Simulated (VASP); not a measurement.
# MoS2 (R3m) in VASP: a series of runs

MoS2 is run at these levels: PBE; tasks: single point.

Program: VASP 6.6.1. These are calculated values, not measurements. Logs are shortened: lines on timing, memory, paths and dates and some standing lists are left out, and cuts for length are marked.

**1. The cell of the first run**

The structure is trigonal, space group R3m (No. 160). The conventional cell has a = 3.184 Å, b = 3.184 Å, c = 18.492 Å, α = 90.00°, β = 90.00°, γ = 120.00°. Mo (site symmetry 3m) has 6 S at 2.38 Å and 6 Mo at 3.18 Å within 3.2 Å. Within 3.2 Å of S (site symmetry 3m) lie 3 Mo at 2.38 Å and 7 S at 3.02 to 3.18 Å. S (site symmetry 3m) has 3 Mo at 2.38 Å and 7 S at 3.02 to 3.18 Å within 3.2 Å.

**2. Single point, PBE (18.04 Å³/atom)**

The input, INCAR:

```
SYSTEM = MoS2
ALGO = Normal ; EDIFF = 1E-6
ENCUT = 520 ; GGA = PE
ISIF = 2 ; ISMEAR = -1
LASPH = .TRUE. ; LCHARG = .TRUE.
LELF = .TRUE. ; LREAL = .FALSE.
LVHAR = .TRUE. ; LWAVE = .FALSE.
NBANDS = 20 ; NELM = 100
PREC = Accurate ; SIGMA = 0.05
```

The input, KPOINTS:

```
k-points
0
G
  13 13 13
  0 0 0
```

The input, POSCAR:

```
MoS2
1.0
    1.5919741743      0.9191267181      6.1638830361
   -1.5919741743      0.9191267181      6.1638830361
    0.0000000000     -1.8382534361      6.1638830361
Mo S
1 2
Direct
    0.0000000000      0.0000000000      0.0000000000
    0.7484000000      0.7484000000      0.7484000000
    0.5849000000      0.5849000000      0.5849000000
```

Potentials or basis: VASP PAW PBE potentials, release 64 (Mo_sv, S).

Launch:

```console
cat potpaw_PBE.64/Mo_sv/POTCAR potpaw_PBE.64/S/POTCAR > POTCAR
mpirun -np 1 vasp_std > vasp.out
```

OUTCAR:

```text
SYSTEM = MoS2
   EDIFF = 1E-6
   ENCUT = 520
   GGA = PE
   ISIF = 2
   ISMEAR = -1
   LASPH = .TRUE.
   LREAL = .FALSE.
   NELM = 100
   PREC = Accurate

 ion  position               nearest neighbor table
   1  0.000  0.000  0.000-   2 2.38   2 2.38   2 2.38   3 2.38   3 2.38   3 2.38
   2  0.748  0.748  0.748-   1 2.38   1 2.38   1 2.38
   3  0.585  0.585  0.585-   1 2.38   1 2.38   1 2.38

  LATTYP: Found a trigonal (rhomboedric) cell.
 ALAT       =     6.4321559199
 COS(alpha) =     0.8774851014

  Lattice vectors:

 A1 = (   1.5919741743,   0.9191267181,   6.1638830361)
 A2 = (  -1.5919741743,   0.9191267181,   6.1638830361)
 A3 = (   0.0000000000,  -1.8382534361,   6.1638830361)

Analysis of symmetry for initial positions (statically):
=====================================================================
 Subroutine PRICEL returns:
 Original cell was already a primitive cell.

 Routine SETGRP: Setting up the symmetry group for a
 trigonal (rhombohedral) supercell.

 Subroutine GETGRP returns: Found  6 space group operations
 (whereof  6 operations were pure point group operations)
 out of a pool of 12 trial point group operations.

The static configuration has the point symmetry C_3v.

Analysis of symmetry for dynamics (positions and initial velocities):
=====================================================================
 Subroutine PRICEL returns:
 Original cell was already a primitive cell.

 Routine SETGRP: Setting up the symmetry group for a
 trigonal (rhombohedral) supercell.

 Subroutine GETGRP returns: Found  6 space group operations
 (whereof  6 operations were pure point group operations)
 out of a pool of 12 trial point group operations.

The dynamic configuration has the point symmetry C_3v.

 Subroutine INISYM returns: Found  6 space group operations
 (whereof  6 operations are pure point group operations),
 and found     1 'primitive' translations

----------------------------------------------------------------------------------------

                                     Primitive cell

  volume of cell :      54.1149

  direct lattice vectors                    reciprocal lattice vectors
     1.591974174  0.919126718  6.163883036     0.314075447  0.181331544  0.054078465
    -1.591974174  0.919126718  6.163883036    -0.314075447  0.181331544  0.054078465
     0.000000000 -1.838253436  6.163883036     0.000000000 -0.362663087  0.054078465

  length of vectors
     6.432155920  6.432155920  6.432155920     0.366672872  0.366672872  0.366672872

  position of ions in fractional coordinates (direct lattice)
     0.000000000  0.000000000  0.000000000
     0.748400000  0.748400000  0.748400000
     0.584900000  0.584900000  0.584900000

  ion indices of the primitive-cell ions
   primitive index   ion index
                 1           1
                 2           2
                 3           3

----------------------------------------------------------------------------------------

 KPOINTS: k-points

Automatic generation of k-mesh.
 Grid dimensions read from file:
 generate k-points for:   13   13   13

 Generating k-lattice:

  Cartesian coordinates                     Fractional coordinates (reciprocal lattice)
     0.024159650  0.013948580  0.004159882     0.076923077  0.000000000  0.000000000
    -0.024159650  0.013948580  0.004159882     0.000000000  0.076923077  0.000000000
     0.000000000 -0.027897161  0.004159882     0.000000000  0.000000000  0.076923077

  Length of vectors
     0.028205606  0.028205606  0.028205606

  Shift w.r.t. Gamma in fractional coordinates (k-lattice)
     0.000000000  0.000000000  0.000000000

 Subroutine IBZKPT returns following result:
 ===========================================

 Found    231 irreducible k-points:

 Following reciprocal coordinates:
            Coordinates               Weight
  0.000000  0.000000  0.000000      1.000000
  0.076923 -0.000000 -0.000000      6.000000
  0.153846 -0.000000  0.000000      6.000000
  0.230769 -0.000000  0.000000      6.000000
  0.307692 -0.000000  0.000000      6.000000
  0.384615  0.000000  0.000000      6.000000
[... 16 lines left out ...]
  0.384615  0.153846  0.000000     12.000000
  0.461538  0.153846  0.000000     12.000000
 [... further k-points ...]
   k-points           NKPTS =    231   k-points in BZ     NKDIM =    231   number of bands    NBANDS=     20
   number of dos      NEDOS =    301   number of ions     NIONS =      3
   total plane-waves  NPLWV = 110592
   dimension x,y,z NGX =    48 NGY =   48 NGZ =   48
   dimension x,y,z NGXF=    96 NGYF=   96 NGZF=   96
   ions per type =               1   2
   NGX,Y,Z   is equivalent  to a cutoff of  12.41, 12.41, 12.41 a.u.
   NGXF,Y,Z  is equivalent  to a cutoff of  24.81, 24.81, 24.81 a.u.
 SYSTEM =  MoS2
   PREC   = accura    normal or accurate (medium, high low for compatibility)
   ISTART =      0    job   : 0-new  1-cont  2-samecut
   ICHARG =      2    charge: 1-file 2-atom 10-const
   ISPIN  =      1    spin polarized calculation?
   LNONCOLLINEAR =      F non collinear calculations
   LSORBIT =      F    spin-orbit coupling
   LASPH  =      T    aspherical Exc in radial PAW
   ENCUT  =  520.0 eV  38.22 Ry    6.18 a.u.  11.96 11.96 11.96*2*pi/ulx,y,z
   NELM   =    100;   NELMIN=  2; NELMDL= -5     # of ELM steps
   EDIFF  = 0.1E-05   stopping-criterion for ELM
   LREAL  =      F    real-space projection
   EDIFFG = 0.1E-04   stopping-criterion for IOM
   NSW    =      0    number of steps for IOM
   IBRION =     -1    ionic relax: 0-MD 1-quasi-New 2-CG
   NFREE  =      0    steps in history (QN), initial steepest desc. (CG)
   ISIF   =      2    stress and relaxation
   ISYM   =      2    0-nonsym 1-usesym 2-fastsym
   POTIM  = 0.5000    time-step for ionic-motion
   TEBEG  =    0.0;   TEEND  =   0.0 temperature during run
   PSTRESS=    0.0 pullay stress
   NELECT =      26.0000    total number of electrons
   NUPDOWN=      -1.0000    fix difference up-down
   EMIN   =  10.00;   EMAX   =-10.00  energy-range for DOS
   EFERMI =   0.00;   METHOD = LEGACY
   ISMEAR =    -1;   SIGMA  =   0.05  broadening in eV -4-tet -1-fermi 0-gaus
   EFERMI_NEDOS =   21; number of points for ismear=-14 and -15
   IALGO  =     38    algorithm
   IMIX   =      4    mixing-type and parameters
     AMIX     =   0.40;   BMIX     =  1.00
     AMIX_MAG =   1.60;   BMIX_MAG =  1.00
  volume/ion in A,a.u.               =      18.04       121.73
  Fermi-wavevector in a.u.,A,eV,Ry     =   1.282213  2.423032 22.368942  1.644071
  Thomas-Fermi vector in A             =   2.414538
   LORBIT       =      0    0 simple, 1 ext, 2 COOP (PROOUT), +10 PAW based schemes
   GGA     = PE    functional components
   LHFCALC =     F    Hartree Fock is set to
   AEXX    =    0.0000 exact exchange contribution
   IVDW    =     0    specifies the selected vdW correction
   LEPSILON=     F    determine dielectric tensor
   LRPA    =     F    only Hartree local field effects (RPA)
 non-spin polarized calculation
  energy-cutoff  :      520.00
  volume of cell :       54.11
 maximum number of plane-waves:      1476
   NGX = 23   NGY = 23   NGZ = 23

 number of electron      26.0000000 magnetization

 Free energy of the ion-electron system (eV)
  ---------------------------------------------------
  ext. energy  EPLUGINS =         0.00000000
  ---------------------------------------------------
  free energy    TOTEN  =       -21.77245144 eV

  energy without entropy =      -21.77244556  energy(sigma->0) =      -21.77244850

 E-fermi :   7.8394     XC(G=0): -10.6991

 val. band max:        7.5314862296   @ k =   0.4615   0.4615   0.4615
 cond. band min:       8.2957831105   @ k =  -0.3077   0.3077   0.0000
 fundamental gap:      0.7642968809
 Fermi energy:         7.8394134742

 k-point     1 :       0.0000    0.0000    0.0000
  band No.  band energies     occupation
      1     -54.1447      2.00000
      2     -28.2998      2.00000
      3     -28.1078      2.00000
      4     -28.1078      2.00000
      5      -7.6667      2.00000
      6      -5.8998      2.00000
[... 12 lines left out ...]
     19      15.5380      0.00000
     20      15.7507      0.00000

 k-point     2 :       0.0769   -0.0000   -0.0000
  band No.  band energies     occupation
      1     -54.1425      2.00000
      2     -28.2953      2.00000
      3     -28.1304      2.00000
      4     -28.1129      2.00000
      5      -7.5764      2.00000
      6      -5.8751      2.00000
[... 12 lines left out ...]
     19      15.8007      0.00000
     20      15.9510      0.00000

 k-point     3 :       0.1538   -0.0000    0.0000
  band No.  band energies     occupation
      1     -54.1364      2.00000
      2     -28.2829      2.00000
      3     -28.1926      2.00000
      4     -28.1270      2.00000
      5      -7.3174      2.00000
      6      -5.8041      2.00000
[... 12 lines left out ...]
     19      15.9045      0.00000
     20      16.5700      0.00000

 k-point     4 :       0.2308   -0.0000    0.0000
  band No.  band energies     occupation
      1     -54.1279      2.00000
      2     -28.2792      2.00000
      3     -28.2654      2.00000
      4     -28.1468      2.00000
      5      -6.9266      2.00000
      6      -5.6972      2.00000
[... 12 lines left out ...]
     19      15.8862      0.00000
     20      16.3965      0.00000

 k-point     5 :       0.3077   -0.0000    0.0000
  band No.  band energies     occupation
      1     -54.1188      2.00000
      2     -28.3698      2.00000
      3     -28.2468      2.00000
      4     -28.1678      2.00000
      5      -6.4684      2.00000
      6      -5.5738      2.00000
[... 12 lines left out ...]
     19      15.0384      0.00000
     20      15.5757      0.00000
[... 353 lines left out ...]
      6      -5.7681      2.00000
[... 12 lines left out ...]
     19      16.1150      0.00000
     20      16.3207      0.00000

 k-point    22 :       0.3077    0.1538    0.0000
  band No.  band energies     occupation
      1     -54.1235      2.00000
      2     -28.3097      2.00000
      3     -28.2564      2.00000
      4     -28.1708      2.00000
      5      -6.6911      2.00000
      6      -5.6693      2.00000
[... 12 lines left out ...]
     19      15.9865      0.00000
     20      16.4185      0.00000

 k-point    23 :       0.3846    0.1538    0.0000
  band No.  band energies     occupation
      1     -54.1154      2.00000
      2     -28.3765      2.00000
      3     -28.2399      2.00000
      4     -28.2028      2.00000
      5      -6.2677      2.00000
      6      -5.5472      2.00000
[... 12 lines left out ...]
     19      15.5178      0.00000
     20      16.1488      0.00000

 k-point    24 :       0.4615    0.1538    0.0000
  band No.  band energies     occupation
      1     -54.1087      2.00000
      2     -28.4304      2.00000
      3     -28.2301      2.00000
      4     -28.2262      2.00000
      5      -5.8819      2.00000
      6      -5.4305      2.00000
[... 12 lines left out ...]
     19      15.4327      0.00000
     20      15.9679      0.00000

 [... further k-points ...]

------------------------ aborting loop because EDIFF is reached ----------------------------------------

  FORCE on cell =-STRESS in cart. coord.  units (eV):
  Direction    XX          YY          ZZ          XY          YZ          ZX
  --------------------------------------------------------------------------------------
  -------------------------------------------------------------------------------------
  Total        1.2120892      1.2120892      3.4097363      0.0000000      0.0000000      0.0000000
  in kB       35.8862520     35.8862520    100.9518606      0.0000000      0.0000000      0.0000000
  external PRESSURE =      57.5747882 kB  Pullay stress =       0.0000000 kB

 VOLUME and BASIS-vectors are now :
 -----------------------------------------------------------------------------
  energy-cutoff  :      520.00
  volume of cell :       54.11
      direct lattice vectors                 reciprocal lattice vectors
     1.591974174  0.919126718  6.163883036     0.314075447  0.181331544  0.054078465
    -1.591974174  0.919126718  6.163883036    -0.314075447  0.181331544  0.054078465
     0.000000000 -1.838253436  6.163883036     0.000000000 -0.362663087  0.054078465

 POSITION                                       TOTAL-FORCE (eV/Angst)
 -----------------------------------------------------------------------------------
      0.00000      0.00000      0.00000         0.000000     -0.000000     -0.002589
      0.00000      0.00000     13.83915         0.000000      0.000000      0.910786
      0.00000      0.00000     10.81577         0.000000     -0.000000     -0.908197
 -----------------------------------------------------------------------------------
    total drift:                                0.000000      0.000000      0.000053

  FREE ENERGIE OF THE ION-ELECTRON SYSTEM (eV)
  ---------------------------------------------------
  free  energy   TOTEN  =       -21.7724514383 eV

  energy  without entropy=      -21.7724455601  energy(sigma->0) =      -21.77244850
```

It took 15 min on 1 thread of Intel Xeon 8259CL, shared host; peak memory 0.48 GiB.

Results:

```
Free energy            : -21.7725 eV
Pressure               : 5.8 GPa
Largest force          : 0.911 eV/Å
Band gap on the k mesh : 0.76 eV (least direct gap 1.77 eV)
```

Forces on the atoms (eV/Å):
```
Mo   0.000  0.000 -0.003
S    0.000  0.000  0.911
S    0.000  0.000 -0.908
```

Stress tensor (GPa, compression positive):
```
 3.59  0.00  0.00
 0.00  3.59  0.00
 0.00  0.00 10.10
```

Caveat: the cell stands under pressure; an odd mesh through Γ misses points on the zone boundary, where band edges can lie.

**3. Single point, PBE (18.75 Å³/atom)**

This run uses another cell than the first one, of 18.75 Å³/atom.

The input, INCAR:

```
  PREC = Accurate
  ENCUT = 520
  EDIFF = 1E-6
  ISMEAR = -1
  SIGMA = 0.05
  LREAL = False
  LASPH = True
  NELM = 60
  ALGO = Normal
  ISIF = 2
  LWAVE = False
  LCHARG = False
  GGA = PE
  NBANDS = 20
```

The input, KPOINTS:

```
regular mesh
0
Gamma
  13 13 13
```

The input, POSCAR:

```
MoS2
1.0
    1.6125180425      0.9309877259      6.2434257839
   -1.6125180425      0.9309877259      6.2434257839
    0.0000000000     -1.8619754517      6.2434257839
Mo S
1 2
Direct
    0.0000000000      0.0000000000      0.0000000000
    0.7484000000      0.7484000000      0.7484000000
    0.5849000000      0.5849000000      0.5849000000
```

Potentials or basis: VASP PAW PBE potentials, release 64 (Mo_sv, S).

Launch:

```console
cat potpaw_PBE.64/Mo_sv/POTCAR potpaw_PBE.64/S/POTCAR > POTCAR
mpirun -np 1 vasp_std > vasp.out
```

OUTCAR:

```text
PREC = Accurate
   ENCUT = 520
   EDIFF = 1E-6
   ISMEAR = -1
   LREAL = False
   LASPH = True
   NELM = 60
   ISIF = 2
   GGA = PE

 ion  position               nearest neighbor table
   1  0.000  0.000  0.000-   2 2.41   2 2.41   2 2.41   3 2.41   3 2.41   3 2.41
   2  0.748  0.748  0.748-   1 2.41   1 2.41   1 2.41
   3  0.585  0.585  0.585-   1 2.41   1 2.41   1 2.41

  LATTYP: Found a trigonal (rhomboedric) cell.
 ALAT       =     6.5151606352
 COS(alpha) =     0.8774851014
[... 744 lines left out ...]

  FORCE on cell =-STRESS in cart. coord.  units (eV):
  Direction    XX          YY          ZZ          XY          YZ          ZX
  --------------------------------------------------------------------------------------
  -------------------------------------------------------------------------------------
  Total       -0.6659848     -0.6659848      1.3387537      0.0000000      0.0000000      0.0000000
  in kB      -18.9737045    -18.9737045     38.1406880      0.0000000      0.0000000      0.0000000
  external PRESSURE =       0.0644263 kB  Pullay stress =       0.0000000 kB

 VOLUME and BASIS-vectors are now :
 -----------------------------------------------------------------------------
  energy-cutoff  :      520.00
  volume of cell :       56.24
      direct lattice vectors                 reciprocal lattice vectors
     1.612518043  0.930987726  6.243425784     0.310074050  0.179021336  0.053389492
    -1.612518043  0.930987726  6.243425784    -0.310074050  0.179021336  0.053389492
     0.000000000 -1.861975452  6.243425784     0.000000000 -0.358042672  0.053389492

 POSITION                                       TOTAL-FORCE (eV/Angst)
 -----------------------------------------------------------------------------------
      0.00000      0.00000      0.00000         0.000000     -0.000000     -0.002410
      0.00000      0.00000     14.01774         0.000000      0.000000      0.261358
      0.00000      0.00000     10.95534         0.000000     -0.000000     -0.258948
 -----------------------------------------------------------------------------------
    total drift:                                0.000000      0.000000     -0.000040

  FREE ENERGIE OF THE ION-ELECTRON SYSTEM (eV)
  ---------------------------------------------------
  free  energy   TOTEN  =       -21.8101025091 eV

  energy  without entropy=      -21.8100962068  energy(sigma->0) =      -21.81009936
```

OSZICAR:

```text
N       E                     dE             d eps       ncg     rms          rms(c)
DAV:   1     0.182257644229E+03    0.18226E+03   -0.13408E+04  9256   0.122E+03
DAV:   2    -0.159280951263E+02   -0.19819E+03   -0.19297E+03 11372   0.313E+02
DAV:   3    -0.232684295414E+02   -0.73403E+01   -0.72715E+01 11496   0.565E+01
DAV:   4    -0.233535861539E+02   -0.85157E-01   -0.85109E-01 11436   0.647E+00
DAV:   5    -0.233549435328E+02   -0.13574E-02   -0.13573E-02 11556   0.793E-01    0.233E+01
DAV:   6    -0.222157221906E+02    0.11392E+01   -0.11711E+01  9760   0.203E+01    0.884E+00
DAV:   7    -0.219007041697E+02    0.31502E+00   -0.39854E+00  9404   0.115E+01    0.570E+00
DAV:   8    -0.218100196418E+02    0.90685E-01   -0.48677E-01 10588   0.427E+00    0.164E+00
DAV:   9    -0.218109633942E+02   -0.94375E-03   -0.18344E-02 10632   0.859E-01    0.545E-01
DAV:  10    -0.218101138573E+02    0.84954E-03   -0.80998E-03 10360   0.595E-01    0.134E-01
DAV:  11    -0.218100985657E+02    0.15292E-04   -0.60966E-04 10816   0.170E-01    0.616E-02
DAV:  12    -0.218100823733E+02    0.16192E-04   -0.56600E-05 10616   0.460E-02    0.197E-02
DAV:  13    -0.218101022439E+02   -0.19871E-04   -0.30518E-05  9780   0.319E-02    0.782E-03
DAV:  14    -0.218101025091E+02   -0.26514E-06   -0.14399E-06  9064   0.741E-03
   1 F= -.21810103E+02 E0= -.21810099E+02  d E =-.630225E-05
```

Wall time 11 min (1 thread of Intel Xeon 8259CL, shared host); peak memory 0.49 GiB.

What came out:

```yaml
Free_energy: -21.8101 eV
Pressure: 0.0 GPa
Largest_force: 0.261 eV/Å
Band_gap_on_the_k_mesh: 0.76 eV (least direct gap 1.68 eV)
```

Forces in eV/Å, atoms in the order of the input:
```
Mo   0.000  0.000 -0.002
S    0.000  0.000  0.261
S    0.000  0.000 -0.259
```

Levels at points of the mesh, in eV from the valence-band top:
| k point | band 10 | band 11 | band 12 | band 13 | band 14 | band 15 | band 16 | band 17 |
| --- | --- | --- | --- | --- | --- | --- | --- | --- |
| (0.00, 0.00, 0.00) | -2.45 | -2.45 | -1.26 | -0.97 | 1.86 | 1.86 | 2.27 | 2.27 |

Caveat: an odd mesh through Γ misses points on the zone boundary, where band edges can lie.
